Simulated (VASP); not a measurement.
# Mo (Im-3m) in VASP: a series of runs

The runs below take Mo through single point, with PBEsol.

Everything below comes from runs of VASP 6.6.1. Logs are shortened: lines on timing, memory, paths and dates and some standing lists are left out, and cuts for length are marked.

## Step 1: The cell of the first run

Symmetry: Im-3m, No. 229, cubic system. The conventional cell has a = 3.129 Å, b = 3.129 Å, c = 3.129 Å, α = 90.00°, β = 90.00°, γ = 90.00°. Within 3.6 Å of Mo (site symmetry m-3m) lie 14 Mo at 2.71 to 3.13 Å.

## Step 2: Single point, PBEsol

Input file INCAR:

```
PREC     = Accurate       # precision mode
ENCUT    = 520            # plane-wave cutoff, eV
EDIFF    = 1E-6           # SCF threshold, eV
ISMEAR   = 0              # smearing method
SIGMA    = 0.1            # smearing width, eV
LREAL    = False          # projectors in reciprocal space
LASPH    = True           # aspherical terms in the spheres
NELM     = 80             # most SCF steps
ALGO     = Normal         # electronic algorithm
ISIF     = 2              # what is computed and relaxed
LWAVE    = False          # write WAVECAR
LCHARG   = False          # write CHGCAR
GGA      = PS             # functional
NBANDS   = 13             # bands
```

Input file KPOINTS:

```
Automatic mesh
0
Gamma
  18 18 18
```

Input file POSCAR:

```
Mo
1.0
   -1.5646440665      1.5646440665      1.5646440665
    1.5646440665     -1.5646440665      1.5646440665
    1.5646440665      1.5646440665     -1.5646440665
Mo
1
Direct
    0.0000000000      0.0000000000      0.0000000000
```

Potentials or basis: VASP PAW PBE potentials, release 64 (Mo_sv).

The run is started by

```console
$ cat potpaw_PBE.64/Mo_sv/POTCAR > POTCAR
$ mpirun -np 1 vasp_std > vasp.out
```

OUTCAR:

```text
PREC = Accurate
   ENCUT = 520
   EDIFF = 1E-6
   ISMEAR = 0
   LREAL = False
   LASPH = True
   NELM = 80
   ISIF = 2
   GGA = PS

 ion  position               nearest neighbor table
   1  0.000  0.000  0.000-

  LATTYP: Found a body centered cubic cell.
 ALAT       =     3.1292881330

  Lattice vectors:

 A1 = (  -1.5646440665,   1.5646440665,   1.5646440665)
 A2 = (   1.5646440665,  -1.5646440665,   1.5646440665)
 A3 = (   1.5646440665,   1.5646440665,  -1.5646440665)

Analysis of symmetry for initial positions (statically):
=====================================================================
 Subroutine PRICEL returns:
 Original cell was already a primitive cell.

 Routine SETGRP: Setting up the symmetry group for a
 body centered cubic supercell.

 Subroutine GETGRP returns: Found 48 space group operations
 (whereof 48 operations were pure point group operations)
 out of a pool of 48 trial point group operations.

The static configuration has the point symmetry O_h .

Analysis of symmetry for dynamics (positions and initial velocities):
=====================================================================
 Subroutine PRICEL returns:
 Original cell was already a primitive cell.

 Routine SETGRP: Setting up the symmetry group for a
 body centered cubic supercell.

 Subroutine GETGRP returns: Found 48 space group operations
 (whereof 48 operations were pure point group operations)
 out of a pool of 48 trial point group operations.

The dynamic configuration has the point symmetry O_h .

 Subroutine INISYM returns: Found 48 space group operations
 (whereof 48 operations are pure point group operations),
 and found     1 'primitive' translations

----------------------------------------------------------------------------------------

                                     Primitive cell

  volume of cell :      15.3217

  direct lattice vectors                    reciprocal lattice vectors
    -1.564644067  1.564644067  1.564644067     0.000000000  0.319561497  0.319561497
     1.564644067 -1.564644067  1.564644067     0.319561497  0.000000000  0.319561497
     1.564644067  1.564644067 -1.564644067     0.319561497  0.319561497  0.000000000

  length of vectors
     2.710043019  2.710043019  2.710043019     0.451928203  0.451928203  0.451928203

  position of ions in fractional coordinates (direct lattice)
     0.000000000  0.000000000  0.000000000

  ion indices of the primitive-cell ions
   primitive index   ion index
[... 80 lines left out ...]
   ISYM   =      2    0-nonsym 1-usesym 2-fastsym
   POTIM  = 0.5000    time-step for ionic-motion
   TEBEG  =    0.0;   TEEND  =   0.0 temperature during run
   PSTRESS=    0.0 pullay stress
   NELECT =      14.0000    total number of electrons
   NUPDOWN=      -1.0000    fix difference up-down
   EMIN   =  10.00;   EMAX   =-10.00  energy-range for DOS
   EFERMI =   0.00;   METHOD = LEGACY
   ISMEAR =     0;   SIGMA  =   0.10  broadening in eV -4-tet -1-fermi 0-gaus
   EFERMI_NEDOS =   21; number of points for ismear=-14 and -15
   IALGO  =     38    algorithm
   IMIX   =      4    mixing-type and parameters
     AMIX     =   0.40;   BMIX     =  1.00
     AMIX_MAG =   1.60;   BMIX_MAG =  1.00
  volume/ion in A,a.u.               =      15.32       103.40
  Fermi-wavevector in a.u.,A,eV,Ry     =   1.588603  3.002024 34.336458  2.523658
  Thomas-Fermi vector in A             =   2.687581
   LORBIT       =      0    0 simple, 1 ext, 2 COOP (PROOUT), +10 PAW based schemes
   GGA     = PS    functional components
   LHFCALC =     F    Hartree Fock is set to
   AEXX    =    0.0000 exact exchange contribution
   IVDW    =     0    specifies the selected vdW correction
   LEPSILON=     F    determine dielectric tensor
   LRPA    =     F    only Hartree local field effects (RPA)
 non-spin polarized calculation
 Gauss-broadening in eV      SIGMA  =   0.10
  energy-cutoff  :      520.00
  volume of cell :       15.32
 maximum number of plane-waves:       426
   NGX =  9   NGY =  9   NGZ =  9

 number of electron      13.9999998 magnetization

 Free energy of the ion-electron system (eV)
  ---------------------------------------------------
  ext. energy  EPLUGINS =         0.00000000
  ---------------------------------------------------
  free energy    TOTEN  =       -11.77798916 eV

  energy without entropy =      -11.77567618  energy(sigma->0) =      -11.77683267

 E-fermi :  12.8090     XC(G=0): -13.6421

 val. band max:       12.8075439655   @ k =  -0.3889   0.4444   0.2778
 cond. band min:      12.8134574771   @ k =   0.3889   0.1111   0.0000
 fundamental gap:      0.0059135116
 Fermi energy:        12.8089806722

 k-point     1 :       0.0000    0.0000    0.0000
  band No.  band energies     occupation
      1     -48.4072      2.00000
      2     -21.6464      2.00000
      3     -21.6464      2.00000
      4     -21.6464      2.00000
      5       5.4389      2.00000
      6      11.3838      2.00000
      7      11.3838      2.00000
      8      11.3838      2.00000
      9      14.4736      0.00000
     10      14.4736      0.00000
     11      27.6268      0.00000
     12      27.6268      0.00000
     13      27.6268      0.00000
[... 354 lines left out ...]
  band No.  band energies     occupation
      1     -48.1180      2.00000
      2     -23.0558      2.00000
      3     -22.1659      2.00000
      4     -21.7250      2.00000
      5       7.7423      2.00000
      6       9.4456      2.00000
      7      12.8135      0.94952
      8      14.3898      0.00000
      9      15.5680      0.00000
     10      18.3559      0.00000
     11      24.7545      0.00000
     12      25.6564      0.00000
     13      30.0150      0.00000

 [... further k-points ...]

------------------------ aborting loop because EDIFF is reached ----------------------------------------

  FORCE on cell =-STRESS in cart. coord.  units (eV):
  Direction    XX          YY          ZZ          XY          YZ          ZX
  --------------------------------------------------------------------------------------
  -------------------------------------------------------------------------------------
  Total        0.0538156      0.0538156      0.0538156     -0.0000000      0.0000000     -0.0000000
  in kB        5.6274575      5.6274575      5.6274575     -0.0000000      0.0000000     -0.0000000
  external PRESSURE =       5.6274575 kB  Pullay stress =       0.0000000 kB

 VOLUME and BASIS-vectors are now :
 -----------------------------------------------------------------------------
  energy-cutoff  :      520.00
  volume of cell :       15.32
      direct lattice vectors                 reciprocal lattice vectors
    -1.564644067  1.564644067  1.564644067     0.000000000  0.319561497  0.319561497
     1.564644067 -1.564644067  1.564644067     0.319561497  0.000000000  0.319561497
     1.564644067  1.564644067 -1.564644067     0.319561497  0.319561497  0.000000000

 POSITION                                       TOTAL-FORCE (eV/Angst)
 -----------------------------------------------------------------------------------
      0.00000      0.00000      0.00000         0.000000     -0.000000     -0.000000
 -----------------------------------------------------------------------------------
    total drift:                                0.000000     -0.000000      0.000000

  FREE ENERGIE OF THE ION-ELECTRON SYSTEM (eV)
  ---------------------------------------------------
  free  energy   TOTEN  =       -11.7779891592 eV

  energy  without entropy=      -11.7756761786  energy(sigma->0) =      -11.77683267
```

OSZICAR:

```text
N       E                     dE             d eps       ncg     rms          rms(c)
DAV:   1     0.911779295664E+02    0.91178E+02   -0.81090E+03  5125   0.111E+03
DAV:   2    -0.113287635808E+02   -0.10251E+03   -0.98485E+02  5865   0.312E+02
DAV:   3    -0.125244155409E+02   -0.11957E+01   -0.11918E+01  5580   0.334E+01
DAV:   4    -0.125270673340E+02   -0.26518E-02   -0.26517E-02  5770   0.191E+00
DAV:   5    -0.125270840757E+02   -0.16742E-04   -0.16742E-04  5715   0.134E-01    0.166E+01
DAV:   6    -0.118782696586E+02    0.64881E+00   -0.77220E-01  5225   0.108E+01    0.455E+00
DAV:   7    -0.117839183337E+02    0.94351E-01   -0.15129E-01  5640   0.452E+00    0.943E-01
DAV:   8    -0.117779711943E+02    0.59471E-02   -0.40086E-03  5265   0.809E-01    0.209E-01
DAV:   9    -0.117779819077E+02   -0.10713E-04   -0.86853E-05  5930   0.112E-01    0.910E-02
DAV:  10    -0.117779889370E+02   -0.70292E-05   -0.86563E-06  5310   0.342E-02    0.523E-03
DAV:  11    -0.117779891592E+02   -0.22223E-06   -0.84577E-08  2850   0.320E-03
   1 F= -.11777989E+02 E0= -.11776833E+02  d E =-.231298E-02
```

stdout:

```text
POSCAR found type information on POSCAR Mo
 POSCAR found :  1 types and       1 ions
 scaLAPACK will be used
 -----------------------------------------------------------------------------
|                                                                             |
|                                                                             |
|     You enforced a specific xc type in the INCAR file but a different       |
|     I HOPE YOU KNOW WHAT YOU ARE DOING!                                     |
|                                                                             |
 -----------------------------------------------------------------------------

 LDA part: xc-table for (Slater+PW92), standard interpolation
 POSCAR, INCAR and KPOINTS ok, starting setup
 FFT: planning ... GRIDC
 FFT: planning ... GRID_SOFT
 FFT: planning ... GRID
 WAVECAR not read
 entering main loop
```

It took 36 s on 1 thread of Intel Xeon 6975P-C, shared host; peak memory 0.15 GiB.

Results:

* Free energy: -11.7780 eV
* Pressure: 0.6 GPa
* Band gap on the k mesh: zero (band 7 reaches 16.92 eV, above the bottom of band 8 at 11.38 eV)

Caveat: the PAW data sets were made with another functional, which shifts forces and pressure a little.

## Step 3: Single point, PBEsol

INCAR, as its differences from that of step 2:

```diff
@@ -3,4 +3,4 @@
 EDIFF    = 1E-6           # SCF threshold, eV
-ISMEAR   = 0              # smearing method
-SIGMA    = 0.1            # smearing width, eV
+ISMEAR   = -1             # smearing method
+SIGMA    = 0.15           # smearing width, eV
 LREAL    = False          # projectors in reciprocal space
```

Input file KPOINTS:

```
Automatic mesh
0
Gamma
  20 20 20
```

Input file POSCAR:

```
Mo
1.0
   -1.5650819152      1.5650819152      1.5650819152
    1.5650819152     -1.5650819152      1.5650819152
    1.5650819152      1.5650819152     -1.5650819152
Mo
1
Direct
    0.0000000000      0.0000000000      0.0000000000
```

Potentials or basis: VASP PAW PBE potentials, release 64 (Mo_sv).

The run is started by

```console
$ cat potpaw_PBE.64/Mo_sv/POTCAR > POTCAR
$ mpirun -np 1 vasp_std > vasp.out
```

Wall time 48 s (1 thread of Intel Xeon 8259CL, shared host); peak memory 0.16 GiB.

It converged, with:

```
Free energy            : -11.8025 eV
Pressure               : 0.6 GPa
Band gap on the k mesh : zero (band 7 reaches 16.90 eV, above the bottom of band 8 at 11.37 eV)
```

Levels at points of the mesh, in eV from the Fermi level:
```tsv
k point	band 3	band 4	band 5	band 6	band 7	band 8	band 9	band 10	band 11	band 12
(0.00, 0.00, 0.00)	-34.42	-34.42	-7.34	-1.39	-1.39	-1.39	1.70	1.70	14.85	14.85
(0.50, 0.00, 0.00)	-34.90	-34.44	-5.46	-3.49	1.69	1.74	2.39	4.93	11.95	11.98
(0.50, 0.50, 0.50)	-35.45	-35.45	-5.61	-5.61	4.14	4.14	4.14	9.18	9.18	9.18
```

Caveat: the PAW data sets were made with another functional, which shifts forces and pressure a little.
